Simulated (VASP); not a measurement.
# Sb3As (P4/mmm) in VASP: notebook

Runs on Sb3As. Level: PBE. Tasks: single point, relaxation of cell and atoms.

Program: VASP 6.6.1. These are calculated values, not measurements. Logs are shortened: lines on timing, memory, paths and dates and some standing lists are left out, and cuts for length are marked.

### Step 1. The cell of the first run

Symmetry: P4/mmm, No. 123, tetragonal system. Conventional cell: a = 3.706 Å, b = 3.706 Å, c = 7.440 Å, α = 90.00°, β = 90.00°, γ = 90.00°. Sb (site symmetry 4mm) has 4 As at 3.15 Å and 10 Sb at 3.28 to 3.94 Å within 4.1 Å. Sb (site symmetry 4/mmm) has 12 Sb at 3.28 to 3.71 Å and 2 As at 3.72 Å within 4.3 Å. As (site symmetry 4/mmm) has 10 Sb at 3.15 to 3.72 Å and 4 As at 3.71 Å within 4.1 Å.

The cell was generated, and may not be a known phase.

### Step 2. Single point, PBE

Input file INCAR:

```
PREC     = Accurate       # precision mode
ENCUT    = 520            # plane-wave cutoff, eV
EDIFF    = 1E-7           # SCF threshold, eV
ISMEAR   = 0              # smearing method
SIGMA    = 0.1            # smearing width, eV
LREAL    = F              # projectors in reciprocal space
LASPH    = T              # aspherical terms in the spheres
NELM     = 100            # most SCF steps
ALGO     = Normal         # electronic algorithm
ISIF     = 2              # what is computed and relaxed
LWAVE    = F              # write WAVECAR
LCHARG   = F              # write CHGCAR
GGA      = PE             # functional
NBANDS   = 18             # bands
```

Input file KPOINTS:

```
Automatic mesh
0
Gamma
  4 4 2
```

Input file POSCAR:

```
Sb3As
1.0
    3.7055091125      0.0000000000      0.0000000000
    0.0000000000      3.7055091125      0.0000000000
    0.0000000000      0.0000000000      7.4398555926
Sb As
3 1
Direct
    0.5000000000      0.5000000000      0.2353725431
    0.5000000000      0.5000000000      0.7646274569
    0.0000000000      0.0000000000      0.5000000000
    0.0000000000      0.0000000000      0.0000000000
```

Potentials or basis: VASP PAW PBE potentials, release 64 (Sb, As).

The run is started by

```console
cat potpaw_PBE.64/Sb/POTCAR potpaw_PBE.64/As/POTCAR > POTCAR
mpirun -np 1 vasp_std > vasp.out
```

OUTCAR:

```text
PREC = Accurate
   ENCUT = 520
   EDIFF = 1E-7
   ISMEAR = 0
   LREAL = F
   LASPH = T
   NELM = 100
   ISIF = 2
   GGA = PE

 ion  position               nearest neighbor table
   1  0.500  0.500  0.235-   4 3.15   4 3.15   4 3.15   4 3.15   3 3.28   3 3.28   3 3.28   3 3.28
                             2 3.50
   2  0.500  0.500  0.765-   4 3.15   4 3.15   4 3.15   4 3.15   3 3.28   3 3.28   3 3.28   3 3.28
                             1 3.50
   3  0.000  0.000  0.500-   1 3.28   2 3.28   1 3.28   2 3.28   1 3.28   2 3.28   1 3.28   2 3.28

   4  0.000  0.000  0.000-   1 3.15   2 3.15   1 3.15   2 3.15   1 3.15   2 3.15   1 3.15   2 3.15

  LATTYP: Found a simple tetragonal cell.
 ALAT       =     3.7055091125
 C/A-ratio  =     2.0077822957

  Lattice vectors:

 A1 = (   3.7055091125,   0.0000000000,   0.0000000000)
 A2 = (   0.0000000000,   3.7055091125,   0.0000000000)
 A3 = (   0.0000000000,   0.0000000000,   7.4398555926)

Analysis of symmetry for initial positions (statically):
=====================================================================
 Subroutine PRICEL returns:
 Original cell was already a primitive cell.

 Routine SETGRP: Setting up the symmetry group for a
 simple tetragonal supercell.

 Subroutine GETGRP returns: Found 16 space group operations
 (whereof 16 operations were pure point group operations)
 out of a pool of 16 trial point group operations.

The static configuration has the point symmetry D_4h.

Analysis of symmetry for dynamics (positions and initial velocities):
=====================================================================
 Subroutine PRICEL returns:
 Original cell was already a primitive cell.

 Routine SETGRP: Setting up the symmetry group for a
 simple tetragonal supercell.

 Subroutine GETGRP returns: Found 16 space group operations
 (whereof 16 operations were pure point group operations)
 out of a pool of 16 trial point group operations.

The dynamic configuration has the point symmetry D_4h.

 Subroutine INISYM returns: Found 16 space group operations
 (whereof 16 operations are pure point group operations),
 and found     1 'primitive' translations

----------------------------------------------------------------------------------------

                                     Primitive cell

  volume of cell :     102.1552

  direct lattice vectors                    reciprocal lattice vectors
[... 78 lines left out ...]
   EDIFF  = 0.1E-06   stopping-criterion for ELM
   LREAL  =      F    real-space projection
   EDIFFG = 0.1E-05   stopping-criterion for IOM
   NSW    =      0    number of steps for IOM
   IBRION =     -1    ionic relax: 0-MD 1-quasi-New 2-CG
   NFREE  =      0    steps in history (QN), initial steepest desc. (CG)
   ISIF   =      2    stress and relaxation
   ISYM   =      2    0-nonsym 1-usesym 2-fastsym
   POTIM  = 0.5000    time-step for ionic-motion
   TEBEG  =    0.0;   TEEND  =   0.0 temperature during run
   PSTRESS=    0.0 pullay stress
   NELECT =      20.0000    total number of electrons
   NUPDOWN=      -1.0000    fix difference up-down
   EMIN   =  10.00;   EMAX   =-10.00  energy-range for DOS
   EFERMI =   0.00;   METHOD = LEGACY
   ISMEAR =     0;   SIGMA  =   0.10  broadening in eV -4-tet -1-fermi 0-gaus
   EFERMI_NEDOS =   21; number of points for ismear=-14 and -15
   IALGO  =     38    algorithm
   IMIX   =      4    mixing-type and parameters
     AMIX     =   0.40;   BMIX     =  1.00
     AMIX_MAG =   1.60;   BMIX_MAG =  1.00
  volume/ion in A,a.u.               =      25.54       172.34
  Fermi-wavevector in a.u.,A,eV,Ry     =   0.950601  1.796375 12.294788  0.903641
  Thomas-Fermi vector in A             =   2.078993
   LORBIT       =      0    0 simple, 1 ext, 2 COOP (PROOUT), +10 PAW based schemes
   GGA     = PE    functional components
   LHFCALC =     F    Hartree Fock is set to
   AEXX    =    0.0000 exact exchange contribution
   IVDW    =     0    specifies the selected vdW correction
   LEPSILON=     F    determine dielectric tensor
   LRPA    =     F    only Hartree local field effects (RPA)
 non-spin polarized calculation
 Gauss-broadening in eV      SIGMA  =   0.10
  energy-cutoff  :      520.00
  volume of cell :      102.16
 maximum number of plane-waves:      2772
 NGX is ok and might be reduce to    28
   NGX = 13   NGY = 13   NGZ = 27

 number of electron      20.0000002 magnetization

 Free energy of the ion-electron system (eV)
  ---------------------------------------------------
  ext. energy  EPLUGINS =         0.00000000
  ---------------------------------------------------
  free energy    TOTEN  =       -16.05681301 eV

  energy without entropy =      -16.05333715  energy(sigma->0) =      -16.05507508

 E-fermi :   7.6478     XC(G=0): -10.2307

 val. band max:        7.5310528451   @ k =   0.2500   0.0000   0.5000
 cond. band min:       7.7406396479   @ k =   0.5000   0.0000   0.0000
 fundamental gap:      0.2095868027
 Fermi energy:         7.6478061275

 k-point     1 :       0.0000    0.0000    0.0000
  band No.  band energies     occupation
      1      -5.4541      2.00000
      2      -3.0311      2.00000
      3      -2.4908      2.00000
      4       1.6733      2.00000
      5       5.7292      2.00000
      6       5.7292      2.00000
[... 229 lines left out ...]
      5       2.7509      2.00000
      6       2.7509      2.00000
[... 10 lines left out ...]
     17      17.6641      0.00000
     18      18.0719      0.00000

------------------------ aborting loop because EDIFF is reached ----------------------------------------

  FORCE on cell =-STRESS in cart. coord.  units (eV):
  Direction    XX          YY          ZZ          XY          YZ          ZX
  --------------------------------------------------------------------------------------
  -------------------------------------------------------------------------------------
  Total       -0.1853697     -0.1853697     -0.3159392      0.0000000      0.0000000      0.0000000
  in kB       -2.9072945     -2.9072945     -4.9551161      0.0000000      0.0000000      0.0000000
  external PRESSURE =      -3.5899017 kB  Pullay stress =       0.0000000 kB

 VOLUME and BASIS-vectors are now :
 -----------------------------------------------------------------------------
  energy-cutoff  :      520.00
  volume of cell :      102.16
      direct lattice vectors                 reciprocal lattice vectors
     3.705509113  0.000000000  0.000000000     0.269868450  0.000000000  0.000000000
     0.000000000  3.705509113  0.000000000     0.000000000  0.269868450  0.000000000
     0.000000000  0.000000000  7.439855593     0.000000000  0.000000000  0.134411211

 POSITION                                       TOTAL-FORCE (eV/Angst)
 -----------------------------------------------------------------------------------
      1.85275      1.85275      1.75114         0.000000      0.000000      0.000278
      1.85275      1.85275      5.68872         0.000000      0.000000     -0.000278
      0.00000      0.00000      3.71993         0.000000      0.000000      0.000000
      0.00000      0.00000      0.00000         0.000000      0.000000      0.000000
 -----------------------------------------------------------------------------------
    total drift:                               -0.000000      0.000000     -0.000000

  FREE ENERGIE OF THE ION-ELECTRON SYSTEM (eV)
  ---------------------------------------------------
  free  energy   TOTEN  =       -16.0568130122 eV

  energy  without entropy=      -16.0533371517  energy(sigma->0) =      -16.05507508
```

OSZICAR:

```text
N       E                     dE             d eps       ncg     rms          rms(c)
DAV:   1     0.735845381585E+02    0.73585E+02   -0.72104E+03   432   0.908E+02
DAV:   2    -0.112804747191E+02   -0.84865E+02   -0.81490E+02   574   0.144E+02
DAV:   3    -0.160339531097E+02   -0.47535E+01   -0.46571E+01   502   0.358E+01
DAV:   4    -0.160777728124E+02   -0.43820E-01   -0.43749E-01   488   0.398E+00
DAV:   5    -0.160782248763E+02   -0.45206E-03   -0.45204E-03   494   0.465E-01    0.342E+00
DAV:   6    -0.160593943388E+02    0.18831E-01   -0.44976E-02   502   0.991E-01    0.202E+00
DAV:   7    -0.160568907180E+02    0.25036E-02   -0.23866E-02   476   0.792E-01    0.459E-01
DAV:   8    -0.160567065518E+02    0.18417E-03   -0.53135E-03   480   0.370E-01    0.809E-02
DAV:   9    -0.160567759125E+02   -0.69361E-04   -0.38075E-04   490   0.942E-02    0.589E-02
DAV:  10    -0.160568068691E+02   -0.30957E-04   -0.40256E-05   484   0.345E-02    0.210E-02
DAV:  11    -0.160568140897E+02   -0.72207E-05   -0.10638E-05   470   0.200E-02    0.592E-03
DAV:  12    -0.160568129255E+02    0.11642E-05   -0.65213E-07   478   0.430E-03    0.114E-03
DAV:  13    -0.160568130122E+02   -0.86702E-07   -0.63709E-08   258   0.130E-03
   1 F= -.16056813E+02 E0= -.16055075E+02  d E =-.347586E-02
```

It took 18 s on 1 thread of Oxide Virtual Turin-like, shared host; peak memory 0.17 GiB.

Results:

| Property | Result |
| --- | --- |
| Free energy | -16.0568 eV |
| Pressure | -0.4 GPa |
| Band gap on the k mesh | zero (bands 10 and 11 overlap by 4.00 eV) |

Stress tensor (GPa, compression positive):
```
-0.29  0.00  0.00
 0.00 -0.29  0.00
 0.00  0.00 -0.50
```

Caveat: the k points lie up to 0.42 Å⁻¹ apart, too coarse for converged energies and pressures of a metal; spin-orbit coupling is left out, which moves the levels of the heavy elements.

### Step 3. Single point, PBE

This run uses another cell than the first one, of 28.08 Å³/atom.

Input file INCAR:

```
PREC     = Accurate       # precision mode
ENCUT    = 520            # plane-wave cutoff, eV
EDIFF    = 1E-7           # SCF threshold, eV
ISMEAR   = 0              # smearing method
SIGMA    = 0.1            # smearing width, eV
LREAL    = False          # projectors in reciprocal space
LASPH    = True           # aspherical terms in the spheres
NELM     = 60             # most SCF steps
ALGO     = Fast           # electronic algorithm
ISIF     = 2              # what is computed and relaxed
LWAVE    = False          # write WAVECAR
LCHARG   = False          # write CHGCAR
GGA      = PE             # functional
NBANDS   = 18             # bands
```

Input file KPOINTS:

```
regular mesh
0
Gamma
  4 4 2
```

Input file POSCAR:

```
Sb3As
1.0
    3.8747134300      0.0000000000      0.0000000000
    0.0000000000      3.8747134300      0.0000000000
    0.0000000000      0.0000000000      7.4826425900
Sb As
3 1
Direct
    0.5000000000      0.5000000000      0.2365449100
    0.5000000000      0.5000000000      0.7634550900
    0.0000000000      0.0000000000      0.5000000000
    0.0000000000      0.0000000000      0.0000000000
```

Potentials or basis: VASP PAW PBE potentials, release 64 (Sb, As).

The run is started by

```console
cat potpaw_PBE.64/Sb/POTCAR potpaw_PBE.64/As/POTCAR > POTCAR
mpirun -np 1 vasp_std > vasp.out
```

OUTCAR:

```text
PREC = Accurate
   ENCUT = 520
   EDIFF = 1E-7
   ISMEAR = 0
   LREAL = False
   LASPH = True
   NELM = 60
   ISIF = 2
   GGA = PE

 ion  position               nearest neighbor table
   1  0.500  0.500  0.237-   4 3.26   4 3.26   4 3.26   4 3.26   3 3.38   3 3.38   3 3.38   3 3.38
                             2 3.54
   2  0.500  0.500  0.763-   4 3.26   4 3.26   4 3.26   4 3.26   3 3.38   3 3.38   3 3.38   3 3.38
                             1 3.54
   3  0.000  0.000  0.500-   1 3.38   2 3.38   1 3.38   2 3.38   1 3.38   2 3.38   1 3.38   2 3.38

   4  0.000  0.000  0.000-   1 3.26   2 3.26   1 3.26   2 3.26   1 3.26   2 3.26   1 3.26   2 3.26

  LATTYP: Found a simple tetragonal cell.
 ALAT       =     3.8747134300
 C/A-ratio  =     1.9311473546

  Lattice vectors:

 A1 = (   3.8747134300,   0.0000000000,   0.0000000000)
 A2 = (   0.0000000000,   3.8747134300,   0.0000000000)
 A3 = (   0.0000000000,   0.0000000000,   7.4826425900)

Analysis of symmetry for initial positions (statically):
=====================================================================
 Subroutine PRICEL returns:
 Original cell was already a primitive cell.

 Routine SETGRP: Setting up the symmetry group for a
 simple tetragonal supercell.

 Subroutine GETGRP returns: Found 16 space group operations
 (whereof 16 operations were pure point group operations)
 out of a pool of 16 trial point group operations.

The static configuration has the point symmetry D_4h.

Analysis of symmetry for dynamics (positions and initial velocities):
=====================================================================
 Subroutine PRICEL returns:
 Original cell was already a primitive cell.

 Routine SETGRP: Setting up the symmetry group for a
 simple tetragonal supercell.

 Subroutine GETGRP returns: Found 16 space group operations
 (whereof 16 operations were pure point group operations)
 out of a pool of 16 trial point group operations.

[... 110 lines left out ...]
     AMIX     =   0.40;   BMIX     =  1.00
     AMIX_MAG =   1.60;   BMIX_MAG =  1.00
  volume/ion in A,a.u.               =      28.08       189.53
  Fermi-wavevector in a.u.,A,eV,Ry     =   0.920959  1.740359 11.539982  0.848165
  Thomas-Fermi vector in A             =   2.046322
   LORBIT       =      0    0 simple, 1 ext, 2 COOP (PROOUT), +10 PAW based schemes
   GGA     = PE    functional components
   LHFCALC =     F    Hartree Fock is set to
   AEXX    =    0.0000 exact exchange contribution
   IVDW    =     0    specifies the selected vdW correction
   LEPSILON=     F    determine dielectric tensor
   LRPA    =     F    only Hartree local field effects (RPA)
 non-spin polarized calculation
 RMM-DIIS sequential band-by-band and
 Gauss-broadening in eV      SIGMA  =   0.10
  energy-cutoff  :      520.00
  volume of cell :      112.34
 maximum number of plane-waves:      3072
 NGX is ok and might be reduce to    30
   NGX = 15   NGY = 15   NGZ = 27

 number of electron      19.9999999 magnetization

 Free energy of the ion-electron system (eV)
  ---------------------------------------------------
  ext. energy  EPLUGINS =         0.00000000
  ---------------------------------------------------
  free energy    TOTEN  =       -15.83705717 eV

  energy without entropy =      -15.82490952  energy(sigma->0) =      -15.83098334

 E-fermi :   6.4153     XC(G=0):  -9.8228

 val. band max:        6.4052367866   @ k =   0.2500   0.2500   0.0000
 cond. band min:       6.4233454681   @ k =   0.5000   0.0000   0.0000
 fundamental gap:      0.0181086815
 Fermi energy:         6.4152747739

 k-point     1 :       0.0000    0.0000    0.0000
  band No.  band energies     occupation
      1      -5.8960      2.00000
      2      -3.6471      2.00000
      3      -3.0616      2.00000
      4       0.1470      2.00000
      5       4.6169      2.00000
      6       4.6169      2.00000
[... 229 lines left out ...]
      5       2.1415      2.00000
      6       2.1415      2.00000
[... 10 lines left out ...]
     17      16.4618      0.00000
     18      16.5300      0.00000

------------------------ aborting loop because EDIFF is reached ----------------------------------------

  FORCE on cell =-STRESS in cart. coord.  units (eV):
  Direction    XX          YY          ZZ          XY          YZ          ZX
  --------------------------------------------------------------------------------------
  -------------------------------------------------------------------------------------
  Total       -3.9020838     -3.9020838     -2.7195303      0.0000000      0.0000000      0.0000000
  in kB      -55.6510032    -55.6510032    -38.7855810      0.0000000      0.0000000      0.0000000
  external PRESSURE =     -50.0291958 kB  Pullay stress =       0.0000000 kB

 VOLUME and BASIS-vectors are now :
 -----------------------------------------------------------------------------
  energy-cutoff  :      520.00
  volume of cell :      112.34
      direct lattice vectors                 reciprocal lattice vectors
     3.874713430  0.000000000  0.000000000     0.258083602  0.000000000  0.000000000
     0.000000000  3.874713430  0.000000000     0.000000000  0.258083602  0.000000000
     0.000000000  0.000000000  7.482642590     0.000000000  0.000000000  0.133642625

 POSITION                                       TOTAL-FORCE (eV/Angst)
 -----------------------------------------------------------------------------------
      1.93736      1.93736      1.76998         0.000000     -0.000000     -0.010539
      1.93736      1.93736      5.71266         0.000000      0.000000      0.010539
      0.00000      0.00000      3.74132         0.000000      0.000000      0.000000
      0.00000      0.00000      0.00000         0.000000      0.000000      0.000000
 -----------------------------------------------------------------------------------
    total drift:                               -0.000000      0.000000     -0.000000

  FREE ENERGIE OF THE ION-ELECTRON SYSTEM (eV)
  ---------------------------------------------------
  free  energy   TOTEN  =       -15.8370571695 eV

  energy  without entropy=      -15.8249095157  energy(sigma->0) =      -15.83098334
```

stdout:

```text
POSCAR found type information on POSCAR SbAs
 POSCAR found :  2 types and       4 ions
 scaLAPACK will be used
 LDA part: xc-table for (Slater+PW92), standard interpolation
 POSCAR, INCAR and KPOINTS ok, starting setup
 FFT: planning ... GRIDC
 FFT: planning ... GRID_SOFT
 FFT: planning ... GRID
 WAVECAR not read
 entering main loop
```

It took 24 s on 1 thread of Oxide Virtual Turin-like, shared host; peak memory 0.18 GiB.

Results:

- Free energy: -15.8371 eV
- Pressure: -5.0 GPa
- Largest force: 0.011 eV/Å
- Band gap on the k mesh: zero (bands 10 and 11 overlap by 3.26 eV)

Forces in eV/Å, atoms in the order of the input:
```
Sb   0.000  0.000 -0.011
Sb   0.000  0.000  0.011
Sb   0.000  0.000  0.000
As   0.000  0.000  0.000
```

Levels at points of the mesh, in eV from the Fermi level:
```csv
k point,band 7,band 8,band 9,band 10,band 11,band 12,band 13,band 14
"(0.00, 0.00, 0.00)",-1.18,-0.58,-0.23,0.61,0.61,1.09,1.09,3.51
"(0.50, 0.00, 0.00)",-0.31,0.01,0.18,0.88,0.90,1.50,1.53,1.98
"(0.50, 0.50, 0.00)",-2.36,-2.30,-2.20,-2.20,-2.03,-2.03,1.58,2.36
"(0.00, 0.00, 0.50)",-1.38,-1.38,-0.79,-0.79,2.55,2.62,3.21,3.21
"(0.50, 0.00, 0.50)",-2.83,-2.69,0.27,1.23,1.35,1.51,2.11,2.29
"(0.50, 0.50, 0.50)",-4.06,-4.06,-0.95,-0.72,-0.59,-0.11,1.05,1.05
```

Caveat: the k points lie up to 0.42 Å⁻¹ apart, too coarse for converged energies and pressures of a metal; spin-orbit coupling is left out, which moves the levels of the heavy elements.

[end of part 1 of 2]

The gap in the log of VASP goes by the Fermi energy; the results here count the filled bands.